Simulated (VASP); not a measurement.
# Mo (P6_3/mmc) in VASP: notebook

Mo is run at these levels: r2SCAN; tasks: single point.

All numbers are computed with VASP 6.6.1; they aren't measurements. Logs are shortened: lines on timing, memory, paths and dates and some standing lists are left out, and cuts for length are marked.

## 1. The cell of the first run

It takes space group P6_3/mmc (No. 194, hexagonal). Conventional cell: a = 2.752 Å, b = 2.752 Å, c = 9.722 Å, α = 90.00°, β = 90.00°, γ = 120.00°. Mo (site symmetry -3m) has 12 Mo at 2.75 to 2.90 Å within 3.6 Å. Mo (site symmetry -6m2) has 12 Mo at 2.75 to 2.90 Å within 3.6 Å.

This isn't the form of Mo at room conditions, which is bcc.

## 2. Single point, r2SCAN

Input file POSCAR:

```
Mo
1.0
    2.7515441870      0.0000000000      0.0000000000
   -1.3757720935      2.3829071656      0.0000000000
    0.0000000000      0.0000000000      9.7223746847
Mo
4
Direct
    1.0000000000      1.0000000000      1.0000000000
    1.0000000000      0.0000000000      0.5000000000
    0.3333333333      0.6666666667      0.2500000000
    0.6666666667      0.3333333333      0.7500000000
```

Input file INCAR.step1:

```
SYSTEM = Mo
PREC     = Accurate       ! precision mode
ENCUT    = 520            ! plane-wave cutoff, eV
ISMEAR   = -1             ! smearing method
SIGMA    = 0.1            ! smearing width, eV
LREAL    = .FALSE.        ! projectors in reciprocal space
LASPH    = .TRUE.         ! aspherical terms in the spheres
NELM     = 60             ! most SCF steps
NBANDS   = 36             ! bands
GGA      = PE             ! functional
ALGO     = Normal         ! electronic algorithm
EDIFF    = 1E-4           ! SCF threshold, eV
LWAVE    = .TRUE.         ! write WAVECAR
LCHARG   = .FALSE.        ! write CHGCAR
```

Input file INCAR.step2:

```
SYSTEM = Mo
PREC     = Accurate       ! precision mode
ENCUT    = 520            ! plane-wave cutoff, eV
EDIFF    = 1E-6           ! SCF threshold, eV
ISMEAR   = -1             ! smearing method
SIGMA    = 0.1            ! smearing width, eV
LREAL    = .FALSE.        ! projectors in reciprocal space
LASPH    = .TRUE.         ! aspherical terms in the spheres
NELM     = 60             ! most SCF steps
ALGO     = Normal         ! electronic algorithm
ISIF     = 2              ! what is computed and relaxed
LWAVE    = .FALSE.        ! write WAVECAR
LCHARG   = .FALSE.        ! write CHGCAR
METAGGA  = R2SCAN         ! meta-GGA
LMIXTAU  = .TRUE.       
NBANDS   = 36             ! bands
ISTART   = 1
```

Input file KPOINTS:

```
regular mesh
0
G
  13 13 4
  0 0 0
```

Potentials or basis: VASP PAW PBE potentials, release 64 (Mo_sv).

Started as:

```sh
cat potpaw_PBE.64/Mo_sv/POTCAR > POTCAR
cp INCAR.step1 INCAR
mpirun -np 1 vasp_std > vasp.out
cp INCAR.step2 INCAR
mpirun -np 1 vasp_std > vasp.out
```

OUTCAR:

```text
SYSTEM = Mo
   PREC = Accurate
   ENCUT = 520
   EDIFF = 1E-6
   ISMEAR = -1
   LREAL = .FALSE.
   LASPH = .TRUE.
   NELM = 60
   ISIF = 2
   METAGGA = R2SCAN
   ISTART = 1

 ion  position               nearest neighbor table
   1  0.000  0.000  0.000-   3 2.90   4 2.90   4 2.90   3 2.90   4 2.90   3 2.90
   2  0.000  0.000  0.500-   3 2.90   4 2.90   4 2.90   3 2.90   4 2.90   3 2.90
   3  0.333  0.667  0.250-   1 2.90   2 2.90   1 2.90   2 2.90   1 2.90   2 2.90
   4  0.667  0.333  0.750-   1 2.90   2 2.90   1 2.90   2 2.90   1 2.90   2 2.90

  LATTYP: Found a hexagonal cell.
 ALAT       =     2.7515441870
 C/A-ratio  =     3.5334248785

  Lattice vectors:

 A1 = (   2.7515441870,   0.0000000000,   0.0000000000)
 A2 = (  -1.3757720935,   2.3829071656,   0.0000000000)
 A3 = (   0.0000000000,   0.0000000000,   9.7223746847)

Analysis of symmetry for initial positions (statically):
=====================================================================
 Subroutine PRICEL returns:
 Original cell was already a primitive cell.

 Routine SETGRP: Setting up the symmetry group for a
 hexagonal supercell.

 Subroutine GETGRP returns: Found 24 space group operations
 (whereof 12 operations were pure point group operations)
 out of a pool of 24 trial point group operations.

The static configuration has the point symmetry D_3d.
 The point group associated with its full space group is D_6h.

Analysis of symmetry for dynamics (positions and initial velocities):
=====================================================================
 Subroutine PRICEL returns:
 Original cell was already a primitive cell.

 Routine SETGRP: Setting up the symmetry group for a
 hexagonal supercell.

 Subroutine GETGRP returns: Found 24 space group operations
 (whereof 12 operations were pure point group operations)
 out of a pool of 24 trial point group operations.

The dynamic configuration has the point symmetry D_3d.
 The point group associated with its full space group is D_6h.

 Subroutine INISYM returns: Found 24 space group operations
 (whereof 12 operations are pure point group operations),
 and found     1 'primitive' translations

----------------------------------------------------------------------------------------

                                     Primitive cell

  volume of cell :      63.7464

  direct lattice vectors                    reciprocal lattice vectors
     2.751544187  0.000000000  0.000000000     0.363432288  0.209827729  0.000000000
    -1.375772093  2.382907166  0.000000000     0.000000000  0.419655459  0.000000000
     0.000000000  0.000000000  9.722374685     0.000000000  0.000000000  0.102855530

  length of vectors
     2.751544187  2.751544187  9.722374685     0.419655459  0.419655459  0.102855530

  position of ions in fractional coordinates (direct lattice)
     0.000000000  0.000000000  0.000000000
     0.000000000  0.000000000  0.500000000
     0.333333333  0.666666667  0.250000000
     0.666666667  0.333333333  0.750000000

  ion indices of the primitive-cell ions
   primitive index   ion index
                 1           1
                 2           2
                 3           3
                 4           4

----------------------------------------------------------------------------------------

 KPOINTS: regular mesh

Automatic generation of k-mesh.
 Grid dimensions read from file:
 generate k-points for:   13   13    4

 Generating k-lattice:

  Cartesian coordinates                     Fractional coordinates (reciprocal lattice)
     0.027956330  0.016140595  0.000000000     0.076923077  0.000000000  0.000000000
     0.000000000  0.032281189  0.000000000     0.000000000  0.076923077  0.000000000
     0.000000000  0.000000000  0.025713882     0.000000000  0.000000000  0.250000000

  Length of vectors
     0.032281189  0.032281189  0.025713882

  Shift w.r.t. Gamma in fractional coordinates (k-lattice)
     0.000000000  0.000000000  0.000000000

 Subroutine IBZKPT returns following result:
 ===========================================

 Found     63 irreducible k-points:

 Following reciprocal coordinates:
            Coordinates               Weight
  0.000000  0.000000  0.000000      1.000000
  0.076923 -0.000000  0.000000      6.000000
  0.153846  0.000000  0.000000      6.000000
  0.230769  0.000000  0.000000      6.000000
  0.307692  0.000000  0.000000      6.000000
  0.384615 -0.000000  0.000000      6.000000
[... 16 lines left out ...]
  0.076923 -0.000000  0.250000     12.000000
  0.153846  0.000000  0.250000     12.000000
 [... further k-points ...]
   k-points           NKPTS =     63   k-points in BZ     NKDIM =     63   number of bands    NBANDS=     36
   number of dos      NEDOS =    301   number of ions     NIONS =      4
   total plane-waves  NPLWV =  28800
   dimension x,y,z NGX =    20 NGY =   20 NGZ =   72
   dimension x,y,z NGXF=    40 NGYF=   40 NGZF=  144
   ions per type =               4
[... 43 lines left out ...]
 non-spin polarized calculation
  energy-cutoff  :      520.00
  volume of cell :       63.75
 maximum number of plane-waves:      1734
   NGX = 11   NGY = 11   NGZ = 37

 number of electron      56.0000007 magnetization

 Free energy of the ion-electron system (eV)
  ---------------------------------------------------
  ext. energy  EPLUGINS =         0.00000000
  ---------------------------------------------------
  free energy    TOTEN  =      -102.46353832 eV

  energy without entropy =     -102.30883882  energy(sigma->0) =     -102.38618857

 E-fermi :  11.9530     XC(G=0): -14.4854

 val. band max:       11.9457418249   @ k =   0.2308   0.2308   0.5000
 cond. band min:      11.9558690443   @ k =   0.3077   0.1538   0.2500
 fundamental gap:      0.0101272194
 Fermi energy:        11.9530419082

 k-point     1 :       0.0000    0.0000    0.0000
  band No.  band energies     occupation
      1     -50.8516      2.00000
      2     -50.7699      2.00000
      3     -50.7494      2.00000
      4     -50.6659      2.00000
      5     -24.7365      2.00000
      6     -24.1709      2.00000
[... 28 lines left out ...]
     35      14.4835      0.00000
     36      14.4835      0.00000

 k-point     2 :       0.0769   -0.0000    0.0000
  band No.  band energies     occupation
      1     -50.8366      2.00000
      2     -50.7570      2.00000
      3     -50.7366      2.00000
      4     -50.6555      2.00000
      5     -24.7098      2.00000
      6     -24.1659      2.00000
[... 28 lines left out ...]
     35      14.5202      0.00000
     36      14.6219      0.00000

 k-point     3 :       0.1538    0.0000    0.0000
  band No.  band energies     occupation
      1     -50.7942      2.00000
      2     -50.7214      2.00000
      3     -50.7008      2.00000
      4     -50.6266      2.00000
      5     -24.6334      2.00000
      6     -24.1628      2.00000
[... 28 lines left out ...]
     35      14.5074      0.00000
     36      14.7310      0.00000

 k-point     4 :       0.2308    0.0000    0.0000
  band No.  band energies     occupation
      1     -50.7329      2.00000
      2     -50.6706      2.00000
      3     -50.6501      2.00000
      4     -50.5868      2.00000
      5     -24.5198      2.00000
      6     -24.2279      2.00000
[... 28 lines left out ...]
     35      14.5195      0.00000
     36      14.6946      0.00000

 k-point     5 :       0.3077    0.0000    0.0000
  band No.  band energies     occupation
      1     -50.6649      2.00000
      2     -50.6162      2.00000
      3     -50.5956      2.00000
      4     -50.5463      2.00000
      5     -24.4590      2.00000
      6     -24.4555      2.00000
[... 655 lines left out ...]
 k-point    22 :       0.0000    0.0000    0.2500
  band No.  band energies     occupation
      1     -50.8448      2.00000
      2     -50.7963      2.00000
      3     -50.7227      2.00000
      4     -50.6730      2.00000
      5     -24.6939      2.00000
      6     -24.3866      2.00000
[... 28 lines left out ...]
     35      14.3263      0.00000
     36      14.3263      0.00000

 k-point    23 :       0.0769   -0.0000    0.2500
  band No.  band energies     occupation
      1     -50.8299      2.00000
      2     -50.7826      2.00000
      3     -50.7108      2.00000
      4     -50.6624      2.00000
      5     -24.6689      2.00000
      6     -24.3734      2.00000
[... 28 lines left out ...]
     35      14.2815      0.00000
     36      14.2825      0.00000

 k-point    24 :       0.1538    0.0000    0.2500
  band No.  band energies     occupation
      1     -50.7881      2.00000
      2     -50.7444      2.00000
      3     -50.6776      2.00000
      4     -50.6330      2.00000
      5     -24.5980      2.00000
      6     -24.3423      2.00000
[... 28 lines left out ...]
     35      14.1460      0.00000
     36      14.1902      0.00000

 [... further k-points ...]

------------------------ aborting loop because EDIFF is reached ----------------------------------------

  FORCE on cell =-STRESS in cart. coord.  units (eV):
  Direction    XX          YY          ZZ          XY          YZ          ZX
  --------------------------------------------------------------------------------------
  -------------------------------------------------------------------------------------
  Total        0.4265272      0.4265272      0.3506770      0.0000000      0.0000000      0.0000000
  in kB       10.7201615     10.7201615      8.8137735      0.0000000      0.0000000      0.0000000
  external PRESSURE =      10.0846989 kB  Pullay stress =       0.0000000 kB

 VOLUME and BASIS-vectors are now :
 -----------------------------------------------------------------------------
  energy-cutoff  :      520.00
  volume of cell :       63.75
      direct lattice vectors                 reciprocal lattice vectors
     2.751544187  0.000000000  0.000000000     0.363432288  0.209827729  0.000000000
    -1.375772093  2.382907166  0.000000000     0.000000000  0.419655459  0.000000000
     0.000000000  0.000000000  9.722374685     0.000000000  0.000000000  0.102855530

 POSITION                                       TOTAL-FORCE (eV/Angst)
 -----------------------------------------------------------------------------------
      0.00000      0.00000      0.00000         0.000000      0.000000     -0.000000
      0.00000      0.00000      4.86119         0.000000      0.000000     -0.000000
     -0.00000      1.58860      2.43059         0.000000     -0.000000     -0.000000
      1.37577      0.79430      7.29178        -0.000000      0.000000      0.000000
 -----------------------------------------------------------------------------------
    total drift:                                0.000000     -0.000000      0.000000

  FREE ENERGIE OF THE ION-ELECTRON SYSTEM (eV)
  ---------------------------------------------------
  free  energy   TOTEN  =      -102.4635383207 eV

  energy  without entropy=     -102.3088388224  energy(sigma->0) =     -102.38618857
```

Wall time 8.5 min (1 thread of Intel Xeon 8259CL, shared host); peak memory 0.24 GiB.

What came out:

```yaml
Free_energy: -102.4635 eV
Pressure: 1.0 GPa
Band_gap_on_the_k_mesh: zero (bands 28 and 29 overlap by 1.86 eV)
```

Stress tensor (GPa, compression positive):
```
1.07 0.00 0.00
0.00 1.07 0.00
0.00 0.00 0.88
```

Caveat: the PAW data sets were made with another functional, which shifts forces and pressure a little.

## 3. Single point, r2SCAN (14.02 Å³/atom)

This run uses another cell than the first one, of 14.02 Å³/atom.

Input file POSCAR:

```
Mo
1.0
    2.6367606911      0.0000000000      0.0000000000
   -1.3183803455      2.2835017422      0.0000000000
    0.0000000000      0.0000000000      9.3167958244
Mo
4
Direct
    1.0000000000      1.0000000000      1.0000000000
    1.0000000000      0.0000000000      0.5000000000
    0.3333333333      0.6666666667      0.2500000000
    0.6666666667      0.3333333333      0.7500000000
```

Input file INCAR.step1:

```
PREC     = Accurate       # precision mode
ENCUT    = 520            # plane-wave cutoff, eV
ISMEAR   = -1             # smearing method
SIGMA    = 0.1            # smearing width, eV
LREAL    = False          # projectors in reciprocal space
LASPH    = True           # aspherical terms in the spheres
NELM     = 60             # most SCF steps
NBANDS   = 36             # bands
GGA      = PE             # functional
ALGO     = Normal         # electronic algorithm
EDIFF    = 1E-4           # SCF threshold, eV
LWAVE    = True           # write WAVECAR
LCHARG   = False          # write CHGCAR
```

Input file INCAR.step2:

```
PREC     = Accurate       # precision mode
ENCUT    = 520            # plane-wave cutoff, eV
EDIFF    = 1E-6           # SCF threshold, eV
ISMEAR   = -1             # smearing method
SIGMA    = 0.1            # smearing width, eV
LREAL    = False          # projectors in reciprocal space
LASPH    = True           # aspherical terms in the spheres
NELM     = 60             # most SCF steps
ALGO     = Normal         # electronic algorithm
ISIF     = 2              # what is computed and relaxed
LWAVE    = False          # write WAVECAR
LCHARG   = False          # write CHGCAR
METAGGA  = R2SCAN         # meta-GGA
LMIXTAU  = True         
NBANDS   = 36             # bands
ISTART   = 1
```

Input file KPOINTS:

```
Automatic mesh
0
Gamma
  15 15 4
```

Potentials or basis: VASP PAW PBE potentials, release 64 (Mo_sv).

Started as:

```sh
cat potpaw_PBE.64/Mo_sv/POTCAR > POTCAR
cp INCAR.step1 INCAR
mpirun -np 1 vasp_std > vasp.out
cp INCAR.step2 INCAR
mpirun -np 1 vasp_std > vasp.out
```

Wall time 9.8 min (1 thread of Intel Xeon 8259CL, shared host); peak memory 0.25 GiB.

It converged, with:

| Property | Result |
| --- | --- |
| Free energy | -101.5191 eV |
| Pressure | 42.7 GPa |
| Band gap on the k mesh | zero (bands 28 and 29 overlap by 2.28 eV) |

Stress tensor (GPa, compression positive):
```
45.90  0.00  0.00
 0.00 45.90  0.00
 0.00  0.00 36.38
```

Levels at points of the mesh, in eV from the Fermi level:
| k point | band 26 | band 27 | band 28 | band 29 | band 30 | band 31 |
| --- | --- | --- | --- | --- | --- | --- |
| (0.00, 0.00, 0.00) | -0.90 | -0.90 | -0.62 | -0.62 | -0.42 | -0.42 |
| (0.00, 0.00, 0.50) | -0.93 | -0.59 | -0.59 | -0.59 | -0.59 | -0.39 |

Caveat: the stress differs along the axes, from 36 to 46 GPa; the PAW data sets were made with another functional, which shifts forces and pressure a little.

## 4. Single point, r2SCAN (14.66 Å³/atom)

This run uses another cell than the first one, of 14.66 Å³/atom.

Input file POSCAR:

```
Mo
1.0
    2.6761211312      0.0000000000      0.0000000000
   -1.3380605656      2.3175888832      0.0000000000
    0.0000000000      0.0000000000      9.4558729826
Mo
4
Direct
    1.0000000000      1.0000000000      1.0000000000
    1.0000000000      0.0000000000      0.5000000000
    0.3333333333      0.6666666667      0.2500000000
    0.6666666667      0.3333333333      0.7500000000
```

Input file INCAR.step1:

```
PREC = Accurate
ENCUT = 520
ISMEAR = -1
SIGMA = 0.1
LREAL = False
LASPH = True
NELM = 60
NBANDS = 36
GGA = PE
ALGO = Normal
EDIFF = 1E-4
LWAVE = True
LCHARG = False
```

Input file INCAR.step2:

```
PREC = Accurate
ENCUT = 520
EDIFF = 1E-7
ISMEAR = -1
SIGMA = 0.1
LREAL = False
LASPH = True
NELM = 60
ALGO = Normal
ISIF = 2
LWAVE = False
LCHARG = False
METAGGA = R2SCAN
LMIXTAU = True
NBANDS = 36
ISTART = 1
```

Input file KPOINTS:

```
regular mesh
0
Gamma
  15 15 4
```

Started as:

```sh
cat potpaw_PBE.64/Mo_sv/POTCAR > POTCAR
cp INCAR.step1 INCAR
mpirun -np 1 vasp_std > vasp.out
cp INCAR.step2 INCAR
mpirun -np 1 vasp_std > vasp.out
```

Run time: 13 min. Hardware: 1 thread of Intel Xeon 8259CL, shared host; peak memory 0.26 GiB.

Results (log left out):

```yaml
Free_energy: -102.0619 eV
Pressure: 25.9 GPa
Band_gap_on_the_k_mesh: zero (bands 28 and 29 overlap by 2.21 eV)
```

Stress tensor (GPa, compression positive):
```
27.91  0.00  0.00
 0.00 27.91  0.00
 0.00  0.00 22.02
```

Levels at points of the mesh, in eV from the Fermi level:
```tsv
k point	band 26	band 27	band 28	band 29	band 30	band 31
(0.00, 0.00, 0.00)	-0.80	-0.80	-0.54	-0.54	-0.36	-0.36
(0.00, 0.00, 0.50)	-0.84	-0.52	-0.52	-0.52	-0.52	-0.51
```

Caveat: the stress differs along the axes, from 22 to 28 GPa; the PAW data sets were made with another functional, which shifts forces and pressure a little.

## 5. The runs side by side

```csv
cell,k mesh,gap on the mesh (eV),pressure (GPa)
"a = 2.752, b = 2.752, c = 9.722 Å, angles 90.0, 90.0, 120.0°, 4 atoms",13 × 13 × 4,none,1.0
"a = 2.637, b = 2.637, c = 9.317 Å, angles 90.0, 90.0, 120.0°, 4 atoms",15 × 15 × 4,none,42.7
"a = 2.676, b = 2.676, c = 9.456 Å, angles 90.0, 90.0, 120.0°, 4 atoms",15 × 15 × 4,none,25.9
```

Alike in all rows: task single point; level r2SCAN; potentials or basis VASP PAW PBE potentials, release 64 (Mo_sv); no spin polarisation; cutoff (eV) 520; smearing fermi-dirac 0.1 eV.

Caveats: the PAW data sets were made with another functional, which shifts forces and pressure a little; the stress differs along the axes, from 36 to 46 GPa (at least some runs); the stress differs along the axes, from 22 to 28 GPa (at least some runs).

Total energies depend on the potentials used, so only differences within one code and one set of settings carry meaning.
